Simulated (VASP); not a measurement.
## HfO2: single point with PBEsol

The system is HfO2.

```xyz
3
Lattice="0.0000 2.5575 2.4296 2.5575 0.0000 2.4296 2.5575 2.5575 0.0000" Properties=species:S:1:pos:R:3 pbc="T T T"
Hf    0.0000    0.0000    0.0000
O     1.2788    1.2788    1.2148
O     3.8363    3.8363    3.6444
```

This cell differs from its parent crystal: strain +0.000 along x and y, -0.050 along z.

```
Program                : VASP 6.6.1
Task                   : single point
Functional             : PBEsol
Potentials or basis    : VASP PAW PBE potentials, release 64 (Hf_pv, O)
Cutoff                 : 520 eV
k mesh                 : 8 × 8 × 8
Occupations            : gaussian, width 0.05 eV
Spin                   : no spin polarisation
Dipole correction      : no
Further INCAR settings : ALGO = Normal; EDIFF = 1e-06; NBANDS = 18
```

| Quantity | Value |
| --- | --- |
| Pressure | -1.2 GPa |
| Band gap on the k mesh | 3.12 eV, indirect (least direct gap 3.29 eV) |

Stress tensor (GPa, compression positive):
```
-9.40  0.00  0.00
 0.00 -9.40  0.00
 0.00  0.00 15.31
```

Levels at points of the mesh, in eV from the valence-band top:
```
           k point  band 9  band 10  band 11  band 12  band 13  band 14
(0.00, 0.00, 0.00)   -1.27    -1.27    -0.54     3.12     3.53     5.59
(0.50, 0.00, 0.00)   -3.25    -2.32    -2.25     4.09     4.30     6.70
(0.50, 0.50, 0.00)   -2.14    -2.14     0.00     3.29     5.14     6.92
(0.50, 0.00, 0.50)   -2.38    -1.42    -0.58     3.22     5.22     6.12
```

Wall time 25 s on 1 thread of AMD EPYC 9R45 96-Core Processor (Zen 5), on a shared host, peak memory 0.15 GiB.

Caveat: the cell differs from its parent crystal (strain +0.000 along x and y, -0.050 along z); the PAW data sets were made with another functional, which shifts forces and pressure a little; spin-orbit coupling is left out, which moves the levels of the heavy elements. A k mesh can miss the band edges.
